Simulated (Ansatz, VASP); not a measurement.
**Si in VASP and in Ansatz**

Contents of POSCAR:

```
Si
1.0
    0.0000000000      2.6378528600      2.6378528600
    2.6378528600      0.0000000000      2.6378528600
    2.6378528600      2.6378528600      0.0000000000
Si
2
Direct
    0.7500000000      0.7500000000      0.7500000000
    0.5000000000      0.5000000000      0.5000000000
```

The input INCAR.step1:

```
ALGO = Normal
EDIFF = 1E-4
ENCUT = 520
GGA = PE
ISMEAR = 0
LASPH = True
LCHARG = False
LREAL = False
LWAVE = True
NBANDS = 11
NELM = 80
PREC = Accurate
SIGMA = 0.02
```

The input INCAR.step2:

```
ALGO = Normal
EDIFF = 1E-7
ENCUT = 520
ISIF = 2
ISMEAR = 0
ISTART = 1
LASPH = True
LCHARG = False
LMIXTAU = True
LREAL = False
LWAVE = False
METAGGA = R2SCAN
NBANDS = 11
NELM = 80
PREC = Accurate
SIGMA = 0.02
```

The input KPOINTS:

```
k-points
0
Gamma
  10 10 10
```

Input for Ansatz:

```yaml
crystal:
  lattice:
    - [0.0, 2.63785286, 2.63785286]
    - [2.63785286, 0.0, 2.63785286]
    - [2.63785286, 2.63785286, 0.0]
  atoms:
    - { symbol: Si, position: [0.75, 0.75, 0.75] }
    - { symbol: Si, position: [0.5, 0.5, 0.5] }
basis:
  ecutwfc: 500
kpoints:
  mp_grid: { grid: [10, 10, 10] }
hamiltonian:
  xc: r2scan
scf:
  occupations: { method: gaussian, width: 0.02 }
output:
  forces: true
  stress: true
  eigenvalues: true
```

Alike in both runs: task single point; functional r2SCAN; k mesh 10 × 10 × 10; occupations gaussian, width 0.02 eV; no spin polarisation.

|  | VASP | Ansatz |
| --- | --- | --- |
| version | VASP 6.6.1 | Ansatz 0.2.0 |
| potentials or method | VASP PAW PBE potentials, release 64 (Si), cutoff 520 eV | scalar-relativistic, plane waves, PAW |
| valence electrons in the cell | 8 | 8 |

Ansatz gave:

| Property | Result |
| --- | --- |
| gap on the k mesh at the Fermi level (eV) | 0.61 |
| least direct gap on the mesh (eV) | 2.77 |
| pressure (GPa) | 11.1 |

Q: Estimate VASP's values.

A: gap on the k mesh at the Fermi level (eV): 0.62; least direct gap on the mesh (eV): 2.79; pressure (GPa): 10.8.

VASP's potentials were made for PBE, not for r2SCAN.
